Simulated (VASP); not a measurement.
# BN (P6_3/mmc) in VASP: elastic constants with PBE

Aim: the elastic constants of BN with PBE.

Everything below comes from runs of VASP 6.6.1. Logs are shortened: lines on timing, memory, paths and dates and some standing lists are left out, and cuts for length are marked.

## 1. The cell of the first run

Symmetry: P6_3/mmc, No. 194, hexagonal system. Conventional cell: a = 2.512 Å, b = 2.512 Å, c = 8.370 Å, α = 90.00°, β = 90.00°, γ = 120.00°. Within 1.9 Å of B (site symmetry -6m2) lie 3 N at 1.45 Å. Within 1.9 Å of N (site symmetry -6m2) lie 3 B at 1.45 Å.

## 2. Elastic constants, PBE

INCAR

```
SYSTEM = BN
  PREC = Accurate
  ENCUT = 600
  EDIFF = 1E-8
  ISMEAR = 0
  SIGMA = 0.01
  LREAL = .False.
  LASPH = .True.
  NELM = 100
  ALGO = Normal
  ISIF = 3
  LWAVE = .False.
  LCHARG = .True.
  GGA = PE
  NBANDS = 16
  IBRION = 6
  NFREE = 2
  POTIM = 0.015
  NSW = 1
```

KPOINTS

```
regular mesh
0
Gamma
  12 12 4
  0 0 0
```

POSCAR

```
BN
1.0
    2.5121697361      0.0000000000      0.0000000000
   -1.2560848680      2.1756028101      0.0000000000
    0.0000000000      0.0000000000      8.3703510891
B N
2 2
Direct
    0.3333333333      0.6666666667      0.2500000000
    0.6666666667      0.3333333333      0.7500000000
    0.3333333333      0.6666666667      0.7500000000
    0.6666666667      0.3333333333      0.2500000000
```

Potentials or basis: VASP PAW PBE potentials, release 64 (B, N).

Command:

```console
$ cat potpaw_PBE.64/B/POTCAR potpaw_PBE.64/N/POTCAR > POTCAR
$ mpirun -np 1 vasp_std > vasp.out
```

OUTCAR:

```text
SYSTEM = BN
   PREC = Accurate
   ENCUT = 600
   EDIFF = 1E-8
   ISMEAR = 0
   LREAL = .False.
   LASPH = .True.
   NELM = 100
   ISIF = 3
   GGA = PE
   IBRION = 6
   NFREE = 2
   POTIM = 0.015
   NSW = 1

 ion  position               nearest neighbor table
   1  0.333  0.667  0.250-   4 1.45   4 1.45   4 1.45
   2  0.667  0.333  0.750-   3 1.45   3 1.45   3 1.45
   3  0.333  0.667  0.750-   2 1.45   2 1.45   2 1.45
   4  0.667  0.333  0.250-   1 1.45   1 1.45   1 1.45

  LATTYP: Found a hexagonal cell.
 ALAT       =     2.5121697361
 C/A-ratio  =     3.3319209959

  Lattice vectors:

 A1 = (   2.5121697361,   0.0000000000,   0.0000000000)
 A2 = (  -1.2560848680,   2.1756028101,   0.0000000000)
 A3 = (   0.0000000000,   0.0000000000,   8.3703510891)

Analysis of symmetry for initial positions (statically):
=====================================================================
 Subroutine PRICEL returns:
 Original cell was already a primitive cell.

 Routine SETGRP: Setting up the symmetry group for a
 hexagonal supercell.

 Subroutine GETGRP returns: Found 24 space group operations
 (whereof 12 operations were pure point group operations)
 out of a pool of 24 trial point group operations.

The static configuration has the point symmetry D_3d.
 The point group associated with its full space group is D_6h.

Analysis of symmetry for dynamics (positions and initial velocities):
=====================================================================
 Subroutine PRICEL returns:
 Original cell was already a primitive cell.

 Routine SETGRP: Setting up the symmetry group for a
 hexagonal supercell.

 Subroutine GETGRP returns: Found 24 space group operations
 (whereof 12 operations were pure point group operations)
 out of a pool of 24 trial point group operations.

The dynamic configuration has the point symmetry D_3d.
 The point group associated with its full space group is D_6h.

 Subroutine INISYM returns: Found 24 space group operations
 (whereof 12 operations are pure point group operations),
 and found     1 'primitive' translations

----------------------------------------------------------------------------------------

                                     Primitive cell

  volume of cell :      45.7480

  direct lattice vectors                    reciprocal lattice vectors
     2.512169736  0.000000000  0.000000000     0.398062275  0.229821362  0.000000000
    -1.256084868  2.175602810  0.000000000     0.000000000  0.459642723  0.000000000
     0.000000000  0.000000000  8.370351089     0.000000000  0.000000000  0.119469302

  length of vectors
     2.512169736  2.512169736  8.370351089     0.459642723  0.459642723  0.119469302

  position of ions in fractional coordinates (direct lattice)
     0.333333333  0.666666667  0.250000000
     0.666666667  0.333333333  0.750000000
     0.333333333  0.666666667  0.750000000
     0.666666667  0.333333333  0.250000000

  ion indices of the primitive-cell ions
   primitive index   ion index
                 1           1
                 2           2
                 3           3
                 4           4

[... 113 lines left out ...]
 number of electron      15.9999999 magnetization

 Free energy of the ion-electron system (eV)
  ---------------------------------------------------
  ext. energy  EPLUGINS =         0.00000000
  ---------------------------------------------------
  free energy    TOTEN  =       -35.21380501 eV

  energy without entropy =      -35.21380501  energy(sigma->0) =      -35.21380501

------------------------ aborting loop because EDIFF is reached ----------------------------------------

  FORCE on cell =-STRESS in cart. coord.  units (eV):
  Direction    XX          YY          ZZ          XY          YZ          ZX
  --------------------------------------------------------------------------------------
  -------------------------------------------------------------------------------------
  Total       -0.0098236     -0.0098236     -0.0508915     -0.0000000      0.0000000      0.0000000
  in kB       -0.3440404     -0.3440404     -1.7823129     -0.0000000      0.0000000      0.0000000
  external PRESSURE =      -0.8234646 kB  Pullay stress =       0.0000000 kB
[... 95 lines left out ...]
  FREE ENERGIE OF THE ION-ELECTRON SYSTEM (eV)
  ---------------------------------------------------
  free  energy   TOTEN  =       -35.1902174374 eV

  energy  without entropy=      -35.1902174374  energy(sigma->0) =      -35.19021744

[... ionic steps 4 to 18 ...]

--------------------------------------- Ionic step       19  -------------------------------------------

 number of electron      15.9999999 magnetization

------------------------ aborting loop because EDIFF is reached ----------------------------------------
[... 71 lines left out ...]
--------------------------------------- Ionic step       21  -------------------------------------------

 number of electron      15.9999999 magnetization

 Free energy of the ion-electron system (eV)
  ---------------------------------------------------
  ext. energy  EPLUGINS =         0.00000000
  ---------------------------------------------------
  free energy    TOTEN  =       -35.21223382 eV

  energy without entropy =      -35.21223382  energy(sigma->0) =      -35.21223382

 E-fermi :   0.6530     XC(G=0):  -8.5605

 val. band max:        0.5818372785   @ k =   0.3333   0.3333   0.5000
 cond. band min:       4.9712582604   @ k =   0.0000   0.0000   0.0000
 fundamental gap:      4.3894209818
 Fermi energy:         0.6529581350

 k-point     1 :       0.0000    0.0000    0.0000
  band No.  band energies     occupation
      1     -17.0486      2.00000
      2     -17.0091      2.00000
      3      -4.9026      2.00000
      4      -4.3118      2.00000
      5      -0.7676      2.00000
      6      -0.7676      2.00000
[... 433 lines left out ...]
      3      -6.2739      2.00000
      4      -6.2695      2.00000
      5      -2.9902      2.00000
      6      -2.9863      2.00000
[... 8 lines left out ...]
     15      15.7849      0.00000
     16      18.0135      0.00000

 [... further k-points ...]
[... 5 lines left out ...]
  --------------------------------------------------------------------------------------
  -------------------------------------------------------------------------------------
  Total       -0.0103459     -0.0103459     -0.0537392     -0.0000000      0.0000000      0.0000000
  in kB       -0.3623312     -0.3623312     -1.8820444     -0.0000000      0.0000000      0.0000000
  external PRESSURE =      -0.8689023 kB  Pullay stress =       0.0000000 kB
[... 19 lines left out ...]
  FREE ENERGIE OF THE ION-ELECTRON SYSTEM (eV)
  ---------------------------------------------------
  free  energy   TOTEN  =       -35.2122338216 eV

  energy  without entropy=      -35.2122338216  energy(sigma->0) =      -35.21223382

 INTERNAL STRAIN TENSORS FROM STRAINED CELLS
 ============================================

 INTERNAL STRAIN TENSOR FOR ION    1 for displacements in x,y,z  (eV/Angst):
          X           Y           Z          XY          YZ          ZX
  --------------------------------------------------------------------------------
  x    -0.00000     0.00000    -0.00000   -11.80979     0.00000     0.00000
  y   -11.85068    11.89807     0.00000    -0.00002     0.00000     0.00010
  z     0.00000     0.00000     0.00000    -0.00000     0.00130    -0.00000

 INTERNAL STRAIN TENSORS FROM DISPLACED ATOMS
 ============================================

 INTERNAL STRAIN TENSOR FOR ION    1 for displacements in x,y,z  (eV/Angst):
          X           Y           Z          XY          YZ          ZX
  --------------------------------------------------------------------------------
  x    -0.00000     0.00000    -0.00000   -11.82431     0.00000     0.00000
  y   -11.82431    11.82431    -0.00000     0.00000     0.00000     0.00000
  z     0.00000     0.00000     0.00000     0.00000    -0.00000     0.00000

 INTERNAL STRAIN TENSOR FOR ION    4 for displacements in x,y,z  (eV/Angst):
          X           Y           Z          XY          YZ          ZX
  --------------------------------------------------------------------------------
  x     0.00000    -0.00000     0.00000    11.83242     0.00000     0.00000
  y    11.83242   -11.83242     0.00000    -0.00000     0.00000     0.00000
  z     0.00000    -0.00000     0.00000     0.00000     0.00000     0.00000

 Eigenvectors and eigenvalues of the dynamical matrix
 ----------------------------------------------------

   1 f  =   40.205816 THz   252.620590 2PiTHz 1341.121649 cm-1   166.277818 meV
             X         Y         Z           dx          dy          dz
     -0.000000  1.450402  2.092588    -0.301788   -0.437115    0.000000
      1.256085  0.725201  6.277763    -0.301788   -0.437115   -0.000000
     -0.000000  1.450402  6.277763     0.265185    0.384099    0.000000
      1.256085  0.725201  2.092588     0.265185    0.384099    0.000000
[... 71 lines left out ...]
  12 f/i=    0.001683 THz     0.010575 2PiTHz    0.056140 cm-1     0.006961 meV
             X         Y         Z           dx          dy          dz
     -0.000000  1.450402  2.092588    -0.000000   -0.000000    0.466714
      1.256085  0.725201  6.277763    -0.000000   -0.000000    0.466714
     -0.000000  1.450402  6.277763    -0.000000   -0.000000    0.531204
      1.256085  0.725201  2.092588    -0.000000   -0.000000    0.531204

--------------------------------------------------------------------------------------------------------

 ELASTIC MODULI CONTR FROM IONIC RELAXATION (kBar)
 Direction    XX          YY          ZZ          XY          YZ          ZX
 --------------------------------------------------------------------------------
 XX        -243.2372    243.2372     -0.0000     -0.0000     -0.0000      0.0000
 YY         243.2372   -243.2372      0.0000     -0.0000      0.0000     -0.0000
 ZZ          -0.0000      0.0000     -0.0000      0.0000      0.0000     -0.0000
 XY          -0.0000     -0.0000      0.0000   -243.2372      0.0000     -0.0000
 YZ          -0.0000      0.0000      0.0000      0.0000     -0.0000      0.0000
 ZX           0.0000     -0.0000     -0.0000     -0.0000      0.0000     -0.0000
 --------------------------------------------------------------------------------

 TOTAL ELASTIC MODULI (kBar)
 Direction    XX          YY          ZZ          XY          YZ          ZX
 --------------------------------------------------------------------------------
 XX        6916.8348   1544.4781     -2.6681      0.0000     -0.0000      0.0000
 YY        1544.4781   6916.8348     -2.6681      0.0000     -0.0000      0.0000
 ZZ          -2.6681     -2.6681     11.4051     -0.0000     -0.0000     -0.0000
 XY           0.0000      0.0000     -0.0000   2686.1783     -0.0000     -0.0000
 YZ          -0.0000     -0.0000     -0.0000     -0.0000      1.7766      0.0000
 ZX           0.0000     -0.0000     -0.0000      0.0000      0.0000      1.7781
 --------------------------------------------------------------------------------
```

Run time: 25 min. Hardware: 1 thread of Intel Xeon Platinum 8259CL at 2.50GHz (Skylake/Cascade Lake), shared host; peak memory 0.42 GiB.

What came out:

```
Voigt bulk modulus                                      : 188 GPa
Highest phonon frequency at Γ, LO-TO splitting left out : 1341 cm⁻¹
```

Phonon frequencies in cm⁻¹ (negative: imaginary):
```tsv
q point	frequencies
(0.000, 0.000, 0.000)	0 0 0 12 12 27 776 802 1341 1341 1341 1341
```

Elastic tensor in Voigt notation (GPa, in the Cartesian axes of the cell as first typed):
```
692 154   0   0   0   0
154 692   0   0   0   0
  0   0   1   0   0   0
  0   0   0   0   0   0
  0   0   0   0   0   0
  0   0   0   0   0 269
```

Clamped-ion elastic tensor (GPa):
```
716 130   0   0   0   0
130 716   0   0   0   0
  0   0   1   0   0   0
  0   0   0   0   0   0
  0   0   0   0   0   0
  0   0   0   0   0 293
```

Caveat: this functional lacks dispersion, which binds the layers, so the pressure and a relaxed spacing across them are unreliable.
